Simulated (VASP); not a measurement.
The system is TePtSe3.

```
Te Pt Se
1.0
     5.17089    0.00000    0.00000
     0.00000    5.17089    0.00000
     0.00000    0.00000    5.17089
Te Pt Se
1 1 3
Direct
  0.00000 0.00000 0.00000
  0.50000 0.50000 0.50000
  0.00000 0.50000 0.50000
  0.50000 0.00000 0.50000
  0.50000 0.50000 0.00000
```

| Quantity | Value |
| --- | --- |
| Program | VASP 6.6.1 |
| Task | relaxation of cell and atoms |
| Functional | PBEsol |
| Potentials or basis | VASP PAW PBE potentials, release 64 (Te, Pt, Se) |
| Cutoff | 600 eV |
| k mesh | 4 × 4 × 4 |
| Occupations | fermi-dirac, width 0.03 eV |
| Spin | no spin polarisation |

At the start: pressure -10.1 GPa; volume 27.65 Å³/atom.

Question: Where does the relaxation end?

Answer: Over 6 steps the energy falls by 163.4 meV/atom and the volume is 23.24 Å³/atom (-15.9 %); space group Pm-3m (No. 221, to 0.05 Å).

Step by step:
```csv
step,energy change (eV),largest force (eV/Å),pressure (GPa),volume (Å³)
1,0.0000,0.0000,-10.08,138.26
2,-0.5474,0.0000,9.69,106.28
3,-0.8168,0.0000,-0.09,116.32
4,-0.8166,0.0000,0.20,115.91
5,-0.8168,0.0000,-0.10,116.36
6,-0.8168,0.0000,0.00,116.21
```

Final structure:
```cif
data_structure
_symmetry_space_group_name_H-M 'P 1'
_symmetry_Int_Tables_number 1
_cell_length_a 4.8800
_cell_length_b 4.8800
_cell_length_c 4.8800
_cell_angle_alpha 90.000
_cell_angle_beta 90.000
_cell_angle_gamma 90.000
_cell_volume 116.21
loop_
_atom_site_label
_atom_site_type_symbol
_atom_site_fract_x
_atom_site_fract_y
_atom_site_fract_z
_atom_site_occupancy
Te1 Te 0.00000 0.00000 0.00000 1
Pt1 Pt 0.50000 0.50000 0.50000 1
Se1 Se 0.00000 0.50000 0.50000 1
Se2 Se 0.50000 0.00000 0.50000 1
Se3 Se 0.50000 0.50000 0.00000 1
```

Caveat: the volume moved by over 15 % at a fixed basis, so the end points are rough; the PAW data sets were made with another functional, which shifts forces and pressure a little.
